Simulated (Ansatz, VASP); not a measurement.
Two plane-wave programs on CuO

```
CELL_PARAMETERS angstrom
0.00000 -2.15807 -2.15807
-2.15807 0.00000 -2.15807
2.15807 2.15807 -4.31614
ATOMIC_POSITIONS crystal
Cu 0.50389 0.47699 0.48801
Cu 0.00389 0.97699 0.98801
O 0.74611 0.77301 0.76199
O 0.24611 0.27301 0.26199
```

Alike in both runs: task single point; functional LDA; k mesh 10 × 10 × 6; occupations fermi-dirac, width 0.05 eV; no spin polarisation.

|  | VASP | Ansatz |
| --- | --- | --- |
| version | VASP 6.6.1 | Ansatz 0.2.0 |
| potentials or method | VASP PAW LDA potentials, release 64 (Cu, O) | Ansatz PAW |
| plane-wave cutoff (eV) | 520 | 420 |
| valence electrons in the cell | 34 | 50 |

Ansatz gave:

* gap on the k mesh at the Fermi level (eV): none
* pressure (GPa): -19.3
* traceless stress, the component that is largest in VASP (GPa): 3.28
* rms of the force components (eV/Å): 0.417

Task: Estimate VASP's values.

Result: gap on the k mesh at the Fermi level (eV): none; pressure (GPa): -18.9; traceless stress, the component that is largest in VASP (GPa): 3.47; rms of the force components (eV/Å): 0.439.

LDA's correlation is that of Perdew and Zunger in VASP and of Perdew and Wang (1992) in Ansatz. Atom by atom the forces differ by 0.022 eV/Å (rms over components). A gap of «none» marks a metal or a gap that the smearing closes. VASP's potentials hold 34 valence electrons a cell and Ansatz's 50, so a difference there can come from the potentials and not from the codes.
